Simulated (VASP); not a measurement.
# Be2Tl (P4_2/mnm) in VASP: single point with PBE

Aim: the single point of Be2Tl with PBE.

Program: VASP 6.6.1. These are calculated values, not measurements. Logs are shortened: lines on timing, memory, paths and dates and some standing lists are left out, and cuts for length are marked.

## Step 1: The cell of the first run

The structure is tetragonal, space group P4_2/mnm (No. 136). The conventional cell has a = 4.996 Å, b = 4.996 Å, c = 4.391 Å, α = 90.00°, β = 90.00°, γ = 90.00°. Be (site symmetry m2m) has 1 Be at 2.19 Å and 3 Tl at 2.44 to 2.45 Å within 2.9 Å. Within 3.2 Å of Tl (site symmetry mmm) lie 6 Be at 2.44 to 2.45 Å.

The cell was built from a structure type or drawn by symmetry, and may not be a known phase.

## Step 2: Single point, PBE

Input file INCAR:

```
  PREC = Accurate
  ENCUT = 520
  EDIFF = 1E-6
  ISMEAR = 0
  SIGMA = 0.1
  LREAL = F
  LASPH = T
  NELM = 100
  ALGO = Fast
  ISIF = 2
  LWAVE = F
  LCHARG = F
  GGA = PE
  NBANDS = 26
```

Input file KPOINTS:

```
regular mesh
0
Gamma
  4 4 6
```

Input file POSCAR:

```
Be2Tl
1.0
    4.9962912667      0.0000000000      0.0000000000
    0.0000000000      4.9962912667      0.0000000000
    0.0000000000      0.0000000000      4.3905593546
Be Tl
4 2
Direct
    0.6551038125      0.3448961875      0.2991723033
    0.3448961875      0.6551038125      0.2991723033
    0.1551038125      0.1551038125      0.7991723033
    0.8448961875      0.8448961875      0.7991723033
    0.0000000000      0.0000000000      0.2991638041
    0.5000000000      0.5000000000      0.7991638041
```

Potentials or basis: VASP PAW PBE potentials, release 64 (Be, Tl_d).

On the command line:

```console
cat potpaw_PBE.64/Be/POTCAR potpaw_PBE.64/Tl_d/POTCAR > POTCAR
mpirun -np 1 vasp_std > vasp.out
```

OUTCAR:

```text
PREC = Accurate
   ENCUT = 520
   EDIFF = 1E-6
   ISMEAR = 0
   LREAL = F
   LASPH = T
   NELM = 100
   ISIF = 2
   GGA = PE

 ion  position               nearest neighbor table
   1  0.655  0.345  0.299-   2 2.19   5 2.44   6 2.45   6 2.45
   2  0.345  0.655  0.299-   1 2.19   5 2.44   6 2.45   6 2.45
   3  0.155  0.155  0.799-   4 2.19   6 2.44   5 2.45   5 2.45
   4  0.845  0.845  0.799-   3 2.19   6 2.44   5 2.45   5 2.45
   5  0.000  0.000  0.299-   1 2.44   2 2.44   3 2.45   4 2.45   3 2.45   4 2.45
   6  0.500  0.500  0.799-   3 2.44   4 2.44   1 2.45   2 2.45   1 2.45   2 2.45

  LATTYP: Found a simple tetragonal cell.
 ALAT       =     4.9962912667
 C/A-ratio  =     0.8787636910

  Lattice vectors:

 A1 = (   4.9962912667,   0.0000000000,   0.0000000000)
 A2 = (   0.0000000000,   4.9962912667,   0.0000000000)
 A3 = (   0.0000000000,   0.0000000000,   4.3905593546)

Analysis of symmetry for initial positions (statically):
=====================================================================
 Subroutine PRICEL returns:
 Original cell was already a primitive cell.

 Routine SETGRP: Setting up the symmetry group for a
 simple tetragonal supercell.

 Subroutine GETGRP returns: Found  8 space group operations
 (whereof  4 operations were pure point group operations)
 out of a pool of 16 trial point group operations.

The static configuration has the point symmetry C_2v.
 The point group associated with its full space group is C_4v.

Analysis of symmetry for dynamics (positions and initial velocities):
=====================================================================
 Subroutine PRICEL returns:
 Original cell was already a primitive cell.

 Routine SETGRP: Setting up the symmetry group for a
 simple tetragonal supercell.

 Subroutine GETGRP returns: Found  8 space group operations
 (whereof  4 operations were pure point group operations)
 out of a pool of 16 trial point group operations.

The dynamic configuration has the point symmetry C_2v.
 The point group associated with its full space group is C_4v.

 Subroutine INISYM returns: Found  8 space group operations
 (whereof  4 operations are pure point group operations),
 and found     1 'primitive' translations

----------------------------------------------------------------------------------------

                                     Primitive cell

  volume of cell :     109.6012

  direct lattice vectors                    reciprocal lattice vectors
     4.996291267  0.000000000  0.000000000     0.200148459  0.000000000  0.000000000
     0.000000000  4.996291267  0.000000000     0.000000000  0.200148459  0.000000000
     0.000000000  0.000000000  4.390559355     0.000000000  0.000000000  0.227761412

  length of vectors
     4.996291267  4.996291267  4.390559355     0.200148459  0.200148459  0.227761412

  position of ions in fractional coordinates (direct lattice)
     0.655103813  0.344896187  0.299172303
     0.344896187  0.655103813  0.299172303
     0.155103813  0.155103813  0.799172303
     0.844896187  0.844896187  0.799172303
     0.000000000  0.000000000  0.299163804
     0.500000000  0.500000000  0.799163804

  ion indices of the primitive-cell ions
   primitive index   ion index
                 1           1
                 2           2
                 3           3
                 4           4
                 5           5
                 6           6

----------------------------------------------------------------------------------------

 KPOINTS: regular mesh

Automatic generation of k-mesh.
 Grid dimensions read from file:
 generate k-points for:    4    4    6

 Generating k-lattice:

  Cartesian coordinates                     Fractional coordinates (reciprocal lattice)
     0.050037115  0.000000000  0.000000000     0.250000000  0.000000000  0.000000000
     0.000000000  0.050037115  0.000000000     0.000000000  0.250000000  0.000000000
     0.000000000  0.000000000  0.037960235     0.000000000  0.000000000  0.166666667

  Length of vectors
     0.050037115  0.050037115  0.037960235

  Shift w.r.t. Gamma in fractional coordinates (k-lattice)
     0.000000000  0.000000000  0.000000000

 Subroutine IBZKPT returns following result:
 ===========================================

 Found     24 irreducible k-points:

 Following reciprocal coordinates:
            Coordinates               Weight
  0.000000  0.000000  0.000000      1.000000
  0.250000  0.000000  0.000000      4.000000
  0.500000  0.000000  0.000000      2.000000
  0.250000  0.250000  0.000000      4.000000
  0.500000  0.250000  0.000000      4.000000
  0.500000  0.500000  0.000000      1.000000
[... 16 lines left out ...]
  0.500000  0.250000  0.500000      4.000000
  0.500000  0.500000  0.500000      1.000000
   k-points           NKPTS =     24   k-points in BZ     NKDIM =     24   number of bands    NBANDS=     26
   number of dos      NEDOS =    301   number of ions     NIONS =      6
   total plane-waves  NPLWV =  57600
   dimension x,y,z NGX =    40 NGY =   40 NGZ =   36
   dimension x,y,z NGXF=    80 NGYF=   80 NGZF=   72
   ions per type =               4   2
   NGX,Y,Z   is equivalent  to a cutoff of  13.31, 13.31, 13.63 a.u.
   NGXF,Y,Z  is equivalent  to a cutoff of  26.62, 26.62, 27.26 a.u.
 SYSTEM =  unknown system
   PREC   = accura    normal or accurate (medium, high low for compatibility)
   ISTART =      0    job   : 0-new  1-cont  2-samecut
   ICHARG =      2    charge: 1-file 2-atom 10-const
   ISPIN  =      1    spin polarized calculation?
   LNONCOLLINEAR =      F non collinear calculations
   LSORBIT =      F    spin-orbit coupling
   LASPH  =      T    aspherical Exc in radial PAW
   ENCUT  =  520.0 eV  38.22 Ry    6.18 a.u.   9.29  9.29  8.16*2*pi/ulx,y,z
   NELM   =    100;   NELMIN=  2; NELMDL= -5     # of ELM steps
   EDIFF  = 0.1E-05   stopping-criterion for ELM
   LREAL  =      F    real-space projection
   EDIFFG = 0.1E-04   stopping-criterion for IOM
   NSW    =      0    number of steps for IOM
   IBRION =     -1    ionic relax: 0-MD 1-quasi-New 2-CG
   NFREE  =      0    steps in history (QN), initial steepest desc. (CG)
   ISIF   =      2    stress and relaxation
   ISYM   =      2    0-nonsym 1-usesym 2-fastsym
   POTIM  = 0.5000    time-step for ionic-motion
   TEBEG  =    0.0;   TEEND  =   0.0 temperature during run
   PSTRESS=    0.0 pullay stress
   NELECT =      34.0000    total number of electrons
   NUPDOWN=      -1.0000    fix difference up-down
   EMIN   =  10.00;   EMAX   =-10.00  energy-range for DOS
   EFERMI =   0.00;   METHOD = LEGACY
   ISMEAR =     0;   SIGMA  =   0.10  broadening in eV -4-tet -1-fermi 0-gaus
   EFERMI_NEDOS =   21; number of points for ismear=-14 and -15
   IALGO  =     68    algorithm
   IMIX   =      4    mixing-type and parameters
     AMIX     =   0.40;   BMIX     =  1.00
     AMIX_MAG =   1.60;   BMIX_MAG =  1.00
  volume/ion in A,a.u.               =      18.27       123.27
  Fermi-wavevector in a.u.,A,eV,Ry     =   1.108229  2.094248 16.710276  1.228171
  Thomas-Fermi vector in A             =   2.244753
   LORBIT       =      0    0 simple, 1 ext, 2 COOP (PROOUT), +10 PAW based schemes
   GGA     = PE    functional components
   LHFCALC =     F    Hartree Fock is set to
   AEXX    =    0.0000 exact exchange contribution
   IVDW    =     0    specifies the selected vdW correction
   LEPSILON=     F    determine dielectric tensor
   LRPA    =     F    only Hartree local field effects (RPA)
 non-spin polarized calculation
 RMM-DIIS sequential band-by-band and
 Gauss-broadening in eV      SIGMA  =   0.10
  energy-cutoff  :      520.00
  volume of cell :      109.60
 maximum number of plane-waves:      2997
 NGX is ok and might be reduce to    40
   NGX = 19   NGY = 19   NGZ = 17

 number of electron      34.0000004 magnetization

 Free energy of the ion-electron system (eV)
  ---------------------------------------------------
  ext. energy  EPLUGINS =         0.00000000
  ---------------------------------------------------
  free energy    TOTEN  =       -13.40626446 eV

  energy without entropy =      -13.39342839  energy(sigma->0) =      -13.39984643

 E-fermi :   4.9592     XC(G=0):  -9.4767

 val. band max:        4.9187921971   @ k =   0.5000   0.0000   0.5000
 cond. band min:       4.9782601746   @ k =   0.2500   0.0000   0.0000
 fundamental gap:      0.0594679774
 Fermi energy:         4.9592323478

 k-point     1 :       0.0000    0.0000    0.0000
  band No.  band energies     occupation
      1      -7.3599      2.00000
      2      -7.2692      2.00000
      3      -7.0472      2.00000
      4      -7.0472      2.00000
      5      -6.9974      2.00000
      6      -6.8820      2.00000
[... 18 lines left out ...]
     25       9.4423      0.00000
     26       9.6489      0.00000

 k-point     2 :       0.2500    0.0000    0.0000
  band No.  band energies     occupation
      1      -7.3455      2.00000
      2      -7.2813      2.00000
      3      -7.0360      2.00000
      4      -7.0331      2.00000
      5      -6.9729      2.00000
      6      -6.8499      2.00000
[... 18 lines left out ...]
     25       9.7201      0.00000
     26      10.5846      0.00000

 k-point     3 :       0.5000    0.0000    0.0000
  band No.  band energies     occupation
      1      -7.3123      2.00000
      2      -7.3123      2.00000
      3      -7.0194      2.00000
      4      -7.0194      2.00000
      5      -6.9071      2.00000
      6      -6.9071      2.00000
[... 18 lines left out ...]
     25       9.7997      0.00000
     26       9.7997      0.00000

 k-point     4 :       0.2500    0.2500    0.0000
  band No.  band energies     occupation
      1      -7.3365      2.00000
      2      -7.2915      2.00000
      3      -7.0580      2.00000
      4      -7.0199      2.00000
      5      -6.9589      2.00000
      6      -6.8591      2.00000
[... 18 lines left out ...]
     25       9.4830      0.00000
     26       9.7552      0.00000

 k-point     5 :       0.5000    0.2500    0.0000
  band No.  band energies     occupation
      1      -7.3146      2.00000
      2      -7.3146      2.00000
      3      -7.0470      2.00000
      4      -7.0470      2.00000
      5      -6.9160      2.00000
      6      -6.9160      2.00000
[... 18 lines left out ...]
     25       9.8939      0.00000
     26       9.8939      0.00000

 k-point     6 :       0.5000    0.5000    0.0000
  band No.  band energies     occupation
      1      -7.3171      2.00000
      2      -7.3171      2.00000
      3      -7.0692      2.00000
      4      -7.0692      2.00000
      5      -6.9242      2.00000
      6      -6.9242      2.00000
[... 427 lines left out ...]
 k-point    21 :       0.5000    0.0000    0.5000
  band No.  band energies     occupation
      1      -7.2165      2.00000
      2      -7.2165      2.00000
      3      -7.0101      2.00000
      4      -7.0101      2.00000
      5      -6.9395      2.00000
      6      -6.9395      2.00000
[... 18 lines left out ...]
     25      12.7194      0.00000
     26      12.7194      0.00000

 k-point    22 :       0.2500    0.2500    0.5000
  band No.  band energies     occupation
      1      -7.2124      2.00000
      2      -7.1847      2.00000
      3      -7.0206      2.00000
      4      -7.0053      2.00000
      5      -6.9324      2.00000
      6      -6.9113      2.00000
[... 18 lines left out ...]
     25      11.5011      0.00000
     26      11.6064      0.00000

 k-point    23 :       0.5000    0.2500    0.5000
  band No.  band energies     occupation
      1      -7.1995      2.00000
      2      -7.1995      2.00000
      3      -7.0153      2.00000
      4      -7.0153      2.00000
      5      -6.9266      2.00000
      6      -6.9266      2.00000
[... 18 lines left out ...]
     25      12.2671      0.00000
     26      12.2672      0.00000

 k-point    24 :       0.5000    0.5000    0.5000
  band No.  band energies     occupation
      1      -7.1790      2.00000
      2      -7.1790      2.00000
      3      -7.0248      2.00000
      4      -7.0248      2.00000
      5      -6.9103      2.00000
      6      -6.9103      2.00000
[... 18 lines left out ...]
     25      12.1255      0.00000
     26      12.1258      0.00000

------------------------ aborting loop because EDIFF is reached ----------------------------------------

  FORCE on cell =-STRESS in cart. coord.  units (eV):
  Direction    XX          YY          ZZ          XY          YZ          ZX
  --------------------------------------------------------------------------------------
  -------------------------------------------------------------------------------------
  Total        0.0183893      0.0183893      0.0461076     -0.0000000      0.0000000      0.0000000
  in kB        0.2688194      0.2688194      0.6740119     -0.0000000      0.0000000      0.0000000
  external PRESSURE =       0.4038836 kB  Pullay stress =       0.0000000 kB

 VOLUME and BASIS-vectors are now :
 -----------------------------------------------------------------------------
  energy-cutoff  :      520.00
  volume of cell :      109.60
      direct lattice vectors                 reciprocal lattice vectors
     4.996291267  0.000000000  0.000000000     0.200148459  0.000000000  0.000000000
     0.000000000  4.996291267  0.000000000     0.000000000  0.200148459  0.000000000
     0.000000000  0.000000000  4.390559355     0.000000000  0.000000000  0.227761412

 POSITION                                       TOTAL-FORCE (eV/Angst)
 -----------------------------------------------------------------------------------
      3.27309      1.72320      1.31353        -0.000210      0.000210     -0.000229
      1.72320      3.27309      1.31353         0.000210     -0.000210     -0.000229
      0.77494      0.77494      3.50881        -0.000210     -0.000210     -0.000229
      4.22135      4.22135      3.50881         0.000210      0.000210     -0.000229
      0.00000      0.00000      1.31350         0.000000      0.000000      0.000457
      2.49815      2.49815      3.50878         0.000000      0.000000      0.000457
 -----------------------------------------------------------------------------------
    total drift:                                0.000000      0.000000      0.000045

  FREE ENERGIE OF THE ION-ELECTRON SYSTEM (eV)
  ---------------------------------------------------
  free  energy   TOTEN  =       -13.4062644632 eV

  energy  without entropy=      -13.3934283875  energy(sigma->0) =      -13.39984643
```

Wall time 2.8 min (1 thread of AMD EPYC, shared host); peak memory 0.22 GiB.

What came out:

- Free energy: -13.4063 eV
- Pressure: 0.0 GPa
- Band gap on the k mesh: zero (bands 17 and 18 overlap by 3.86 eV)

Levels at points of the mesh, in eV from the Fermi level:
| k point | band 13 | band 14 | band 15 | band 16 | band 17 | band 18 | band 19 | band 20 | band 21 | band 22 |
| --- | --- | --- | --- | --- | --- | --- | --- | --- | --- | --- |
| (0.00, 0.00, 0.00) | -2.95 | -2.95 | -2.65 | 0.12 | 0.15 | 0.71 | 1.78 | 2.02 | 2.02 | 4.06 |
| (0.50, 0.00, 0.00) | -2.24 | -2.24 | -1.27 | -1.27 | -0.74 | -0.74 | 0.89 | 0.89 | 3.24 | 3.24 |
| (0.50, 0.50, 0.00) | -4.76 | -4.76 | -1.04 | -1.04 | 1.37 | 1.37 | 1.97 | 1.97 | 3.59 | 3.59 |
| (0.00, 0.00, 0.50) | -4.25 | -4.25 | -1.39 | -1.39 | -0.45 | -0.45 | 1.66 | 1.66 | 3.07 | 3.07 |
| (0.50, 0.00, 0.50) | -5.51 | -5.51 | -1.33 | -1.33 | -0.04 | -0.04 | 1.23 | 1.23 | 2.18 | 2.18 |
| (0.50, 0.50, 0.50) | -4.88 | -4.88 | -2.83 | -2.83 | -2.49 | -2.49 | 4.03 | 4.03 | 4.53 | 4.53 |

Caveat: spin-orbit coupling is left out, which moves the levels of the heavy elements.
